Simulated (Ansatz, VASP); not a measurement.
## One calculation of LaLuAs2, two programs

```
CELL_PARAMETERS angstrom
4.26508 0.00000 0.00000
0.00000 4.26508 0.00000
0.00000 0.00000 6.01104
ATOMIC_POSITIONS crystal
La 0.00000 0.00000 0.00000
As 0.00000 0.00000 0.50000
As 0.50000 0.50000 0.00000
Lu 0.50000 0.50000 0.50000
```

Alike in both runs: task single point; functional r2SCAN; k mesh 6 × 6 × 4; occupations fermi-dirac, width 0.02 eV; no spin polarisation.

```csv
,VASP,Ansatz
version,VASP 6.6.1,Ansatz 0.2.0
potentials or method,"VASP PAW PBE potentials, release 64 (La, As_d, Lu)","plane waves, PAW"
plane-wave cutoff (eV),560,500
valence electrons in the cell,66,66
```

|  | VASP | Ansatz | Ansatz less VASP |
| --- | --- | --- | --- |
| pressure (GPa) | -2.1 | -2.1 | +0.03 |

VASP's potentials were made for PBE, not for r2SCAN. With one functional, cell and mesh, what is left measures potentials, basis and numerics.

Spin-orbit coupling is off throughout.
